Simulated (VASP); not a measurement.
# Ba in VASP: notebook

The runs below take Ba through single point, with PBE.

Everything below comes from runs of VASP 6.6.1. Logs are shortened: lines on timing, memory, paths and dates and some standing lists are left out, and cuts for length are marked.

### 1 The cell of the first run

It takes space group Im-3m (No. 229, cubic). Conventional cell: a = 5.227 Å, b = 5.227 Å, c = 5.227 Å, α = 90.00°, β = 90.00°, γ = 90.00°.

### 2 Single point, PBE (strained)

File INCAR:

```
PREC = Accurate
ENCUT = 520
EDIFF = 1E-7
ISMEAR = 0
SIGMA = 0.1
LREAL = F
LASPH = T
NELM = 80
ALGO = Fast
ISIF = 2
LWAVE = F
LCHARG = F
GGA = PE
NBANDS = 11
```

File KPOINTS:

```
regular mesh
0
Gamma
  12 12 12
```

File POSCAR:

```
Ba
1.0
   -2.6135250000      2.6135250000      2.6135250000
    2.6135250000     -2.6135250000      2.6135250000
    2.6135250000      2.6135250000     -2.6135250000
Ba
1
Direct
    0.0000000000      0.0000000000      0.0000000000
```

Potentials or basis: VASP PAW PBE potentials, release 64 (Ba_sv).

Launch:

```bash
cat potpaw_PBE.64/Ba_sv/POTCAR > POTCAR
mpirun -np 1 vasp_std > vasp.out
```

OUTCAR:

```text
PREC = Accurate
   ENCUT = 520
   EDIFF = 1E-7
   ISMEAR = 0
   LREAL = F
   LASPH = T
   NELM = 80
   ISIF = 2
   GGA = PE

 ion  position               nearest neighbor table
   1  0.000  0.000  0.000-

  LATTYP: Found a body centered cubic cell.
 ALAT       =     5.2270500000

  Lattice vectors:

 A1 = (  -2.6135250000,   2.6135250000,   2.6135250000)
 A2 = (   2.6135250000,  -2.6135250000,   2.6135250000)
 A3 = (   2.6135250000,   2.6135250000,  -2.6135250000)

Analysis of symmetry for initial positions (statically):
=====================================================================
 Subroutine PRICEL returns:
 Original cell was already a primitive cell.

 Routine SETGRP: Setting up the symmetry group for a
 body centered cubic supercell.

 Subroutine GETGRP returns: Found 48 space group operations
 (whereof 48 operations were pure point group operations)
 out of a pool of 48 trial point group operations.

The static configuration has the point symmetry O_h .

Analysis of symmetry for dynamics (positions and initial velocities):
=====================================================================
 Subroutine PRICEL returns:
 Original cell was already a primitive cell.

 Routine SETGRP: Setting up the symmetry group for a
 body centered cubic supercell.

 Subroutine GETGRP returns: Found 48 space group operations
 (whereof 48 operations were pure point group operations)
 out of a pool of 48 trial point group operations.

The dynamic configuration has the point symmetry O_h .

 Subroutine INISYM returns: Found 48 space group operations
 (whereof 48 operations are pure point group operations),
 and found     1 'primitive' translations

----------------------------------------------------------------------------------------

                                     Primitive cell

  volume of cell :      71.4069

  direct lattice vectors                    reciprocal lattice vectors
    -2.613525000  2.613525000  2.613525000     0.000000000  0.191312499  0.191312499
     2.613525000 -2.613525000  2.613525000     0.191312499  0.000000000  0.191312499
     2.613525000  2.613525000 -2.613525000     0.191312499  0.191312499  0.000000000

  length of vectors
     4.526758087  4.526758087  4.526758087     0.270556731  0.270556731  0.270556731

  position of ions in fractional coordinates (direct lattice)
     0.000000000  0.000000000  0.000000000

  ion indices of the primitive-cell ions
   primitive index   ion index
                 1           1

----------------------------------------------------------------------------------------

 KPOINTS: regular mesh

Automatic generation of k-mesh.
 Grid dimensions read from file:
 generate k-points for:   12   12   12

 Generating k-lattice:

  Cartesian coordinates                     Fractional coordinates (reciprocal lattice)
     0.000000000  0.015942708  0.015942708     0.083333333  0.000000000  0.000000000
     0.015942708  0.000000000  0.015942708     0.000000000  0.083333333  0.000000000
     0.015942708  0.015942708  0.000000000     0.000000000  0.000000000  0.083333333

  Length of vectors
     0.022546394  0.022546394  0.022546394

  Shift w.r.t. Gamma in fractional coordinates (k-lattice)
     0.000000000  0.000000000  0.000000000

 Subroutine IBZKPT returns following result:
 ===========================================

 Found     72 irreducible k-points:

 Following reciprocal coordinates:
            Coordinates               Weight
  0.000000  0.000000  0.000000      1.000000
  0.083333  0.000000  0.000000     12.000000
  0.166667  0.000000  0.000000     12.000000
  0.250000  0.000000  0.000000     12.000000
  0.333333  0.000000  0.000000     12.000000
  0.416667  0.000000  0.000000     12.000000
[... 16 lines left out ...]
  0.333333  0.083333  0.083333     24.000000
  0.416667  0.083333  0.083333     12.000000
 [... further k-points ...]
   k-points           NKPTS =     72   k-points in BZ     NKDIM =     72   number of bands    NBANDS=     11
   number of dos      NEDOS =    301   number of ions     NIONS =      1
   total plane-waves  NPLWV =  46656
   dimension x,y,z NGX =    36 NGY =   36 NGZ =   36
   dimension x,y,z NGXF=    72 NGYF=   72 NGZF=   72
   ions per type =               1
   NGX,Y,Z   is equivalent  to a cutoff of  13.22, 13.22, 13.22 a.u.
   NGXF,Y,Z  is equivalent  to a cutoff of  26.44, 26.44, 26.44 a.u.
 SYSTEM =  unknown system
   PREC   = accura    normal or accurate (medium, high low for compatibility)
   ISTART =      0    job   : 0-new  1-cont  2-samecut
   ICHARG =      2    charge: 1-file 2-atom 10-const
   ISPIN  =      1    spin polarized calculation?
   LNONCOLLINEAR =      F non collinear calculations
   LSORBIT =      F    spin-orbit coupling
   LASPH  =      T    aspherical Exc in radial PAW
   ENCUT  =  520.0 eV  38.22 Ry    6.18 a.u.   8.42  8.42  8.42*2*pi/ulx,y,z
   NELM   =     80;   NELMIN=  2; NELMDL= -5     # of ELM steps
   EDIFF  = 0.1E-06   stopping-criterion for ELM
   LREAL  =      F    real-space projection
   EDIFFG = 0.1E-05   stopping-criterion for IOM
   NSW    =      0    number of steps for IOM
   IBRION =     -1    ionic relax: 0-MD 1-quasi-New 2-CG
   NFREE  =      0    steps in history (QN), initial steepest desc. (CG)
   ISIF   =      2    stress and relaxation
   ISYM   =      2    0-nonsym 1-usesym 2-fastsym
   POTIM  = 0.5000    time-step for ionic-motion
   TEBEG  =    0.0;   TEEND  =   0.0 temperature during run
   PSTRESS=    0.0 pullay stress
   NELECT =      10.0000    total number of electrons
   NUPDOWN=      -1.0000    fix difference up-down
   EMIN   =  10.00;   EMAX   =-10.00  energy-range for DOS
   EFERMI =   0.00;   METHOD = LEGACY
   ISMEAR =     0;   SIGMA  =   0.10  broadening in eV -4-tet -1-fermi 0-gaus
   EFERMI_NEDOS =   21; number of points for ismear=-14 and -15
   IALGO  =     68    algorithm
   IMIX   =      4    mixing-type and parameters
     AMIX     =   0.40;   BMIX     =  1.00
     AMIX_MAG =   1.60;   BMIX_MAG =  1.00
  volume/ion in A,a.u.               =      71.41       481.88
  Fermi-wavevector in a.u.,A,eV,Ry     =   0.850149  1.606548  9.833647  0.722753
  Thomas-Fermi vector in A             =   1.966081
   LORBIT       =      0    0 simple, 1 ext, 2 COOP (PROOUT), +10 PAW based schemes
   GGA     = PE    functional components
   LHFCALC =     F    Hartree Fock is set to
   AEXX    =    0.0000 exact exchange contribution
   IVDW    =     0    specifies the selected vdW correction
   LEPSILON=     F    determine dielectric tensor
   LRPA    =     F    only Hartree local field effects (RPA)
 non-spin polarized calculation
 RMM-DIIS sequential band-by-band and
 Gauss-broadening in eV      SIGMA  =   0.10
  energy-cutoff  :      520.00
  volume of cell :       71.41
 maximum number of plane-waves:      1961
 NGX is ok and might be reduce to    36
   NGX = 17   NGY = 17   NGZ = 17

 number of electron      10.0000001 magnetization

 Free energy of the ion-electron system (eV)
  ---------------------------------------------------
  ext. energy  EPLUGINS =         0.00000000
  ---------------------------------------------------
  free energy    TOTEN  =        -1.88885246 eV

  energy without entropy =       -1.88279118  energy(sigma->0) =       -1.88582182

 E-fermi :   1.2541     XC(G=0):  -7.0221

 val. band max:        1.2097391428   @ k =  -0.4167  -0.4167   0.2500
 cond. band min:       1.2605158671   @ k =   0.3333   0.1667   0.1667
 fundamental gap:      0.0507767243
 Fermi energy:         1.2540689106

 k-point     1 :       0.0000    0.0000    0.0000
  band No.  band energies     occupation
      1     -27.8591      2.00000
      2     -12.8634      2.00000
      3     -12.8634      2.00000
      4     -12.8634      2.00000
      5      -1.4199      2.00000
      6       2.9392      0.00000
      7       2.9392      0.00000
      8       2.9392      0.00000
      9       4.1823      0.00000
     10       4.1823      0.00000
     11       7.8288      0.00000

 k-point     2 :       0.0833    0.0000    0.0000
  band No.  band energies     occupation
      1     -27.8574      2.00000
      2     -12.8848      2.00000
      3     -12.8702      2.00000
      4     -12.8635      2.00000
      5      -1.3072      2.00000
      6       2.8480      0.00000
      7       2.8897      0.00000
      8       3.0530      0.00000
      9       4.0399      0.00000
     10       4.1773      0.00000
     11       7.9669      0.00000

 k-point     3 :       0.1667    0.0000    0.0000
  band No.  band energies     occupation
      1     -27.8530      2.00000
      2     -12.9424      2.00000
      3     -12.8888      2.00000
      4     -12.8636      2.00000
      5      -0.9868      2.00000
      6       2.6256      0.00000
      7       2.6717      0.00000
      8       3.3891      0.00000
      9       3.8952      0.00000
     10       4.1835      0.00000
     11       8.1724      0.00000

 k-point     4 :       0.2500    0.0000    0.0000
  band No.  band energies     occupation
      1     -27.8468      2.00000
      2     -13.0191      2.00000
      3     -12.9138      2.00000
      4     -12.8639      2.00000
      5      -0.5172      2.00000
      6       2.3300      0.00000
      7       2.3669      0.00000
      8       3.9298      0.00000
      9       3.9599      0.00000
     10       4.2408      0.00000
     11       7.9656      0.00000

 k-point     5 :       0.3333    0.0000    0.0000
  band No.  band energies     occupation
      1     -27.8407      2.00000
      2     -13.0937      2.00000
      3     -12.9387      2.00000
      4     -12.8641      2.00000
      5      -0.0171      2.00000
      6       2.0900      0.00000
      7       2.1443      0.00000
      8       4.0974      0.00000
      9       4.3695      0.00000
     10       4.6368      0.00000
     11       7.3349      0.00000
[... 211 lines left out ...]
 k-point    21 :       0.1667    0.0833    0.0833
  band No.  band energies     occupation
      1     -27.8450      2.00000
      2     -13.0417      2.00000
      3     -12.9064      2.00000
      4     -12.8806      2.00000
      5      -0.3247      2.00000
      6       2.1683      0.00000
      7       2.2066      0.00000
      8       4.0787      0.00000
      9       4.2693      0.00000
     10       4.3052      0.00000
     11       8.3947      0.00000

 k-point    22 :       0.2500    0.0833    0.0833
  band No.  band energies     occupation
      1     -27.8396      2.00000
      2     -13.0960      2.00000
      3     -12.9396      2.00000
      4     -12.8824      2.00000
      5       0.1871      2.00000
      6       1.9576      0.00000
      7       2.0130      0.00000
      8       4.1869      0.00000
      9       4.4351      0.00000
     10       4.9840      0.00000
     11       7.3813      0.00000

 k-point    23 :       0.3333    0.0833    0.0833
  band No.  band energies     occupation
      1     -27.8356      2.00000
      2     -13.1329      2.00000
      3     -12.9660      2.00000
      4     -12.8837      2.00000
      5       0.5588      2.00000
      6       1.8933      0.00000
      7       1.9623      0.00000
      8       4.2435      0.00000
      9       4.5814      0.00000
     10       5.6430      0.00000
     11       6.5581      0.00000

 k-point    24 :       0.4167    0.0833    0.0833
  band No.  band energies     occupation
      1     -27.8342      2.00000
      2     -13.1459      2.00000
      3     -12.9760      2.00000
      4     -12.8842      2.00000
      5       0.6696      2.00000
      6       1.8529      0.00000
      7       2.0519      0.00000
      8       4.2161      0.00000
      9       4.6486      0.00000
     10       6.0834      0.00000
     11       6.1190      0.00000

 [... further k-points ...]

------------------------ aborting loop because EDIFF is reached ----------------------------------------

  FORCE on cell =-STRESS in cart. coord.  units (eV):
  Direction    XX          YY          ZZ          XY          YZ          ZX
  --------------------------------------------------------------------------------------
  -------------------------------------------------------------------------------------
  Total       -0.3795498     -0.3795498     -0.3795498      0.0000000      0.0000000     -0.0000000
  in kB       -8.5160728     -8.5160728     -8.5160728      0.0000000      0.0000000     -0.0000000
  external PRESSURE =      -8.5160728 kB  Pullay stress =       0.0000000 kB

 VOLUME and BASIS-vectors are now :
 -----------------------------------------------------------------------------
  energy-cutoff  :      520.00
  volume of cell :       71.41
      direct lattice vectors                 reciprocal lattice vectors
    -2.613525000  2.613525000  2.613525000     0.000000000  0.191312499  0.191312499
     2.613525000 -2.613525000  2.613525000     0.191312499  0.000000000  0.191312499
     2.613525000  2.613525000 -2.613525000     0.191312499  0.191312499  0.000000000

 POSITION                                       TOTAL-FORCE (eV/Angst)
 -----------------------------------------------------------------------------------
      0.00000      0.00000      0.00000        -0.000000     -0.000000     -0.000000
 -----------------------------------------------------------------------------------
    total drift:                               -0.000000      0.000000      0.000000

  FREE ENERGIE OF THE ION-ELECTRON SYSTEM (eV)
  ---------------------------------------------------
  free  energy   TOTEN  =        -1.8888524594 eV

  energy  without entropy=       -1.8827911781  energy(sigma->0) =       -1.88582182
```

Run time: 91 s. Hardware: 1 thread of Intel Xeon 8259CL, shared host; peak memory 0.23 GiB.

Results:

```
Free energy            : -1.8889 eV
Pressure               : -0.9 GPa
Band gap on the k mesh : zero (bands 5 and 6 overlap by 0.81 eV)
```

Caveat: the cell differs from its parent crystal (strained); spin-orbit coupling is left out, which moves the levels of the heavy elements.

[end of part 1 of 2]

The gap in the log of VASP goes by the Fermi energy; the results here count the filled bands.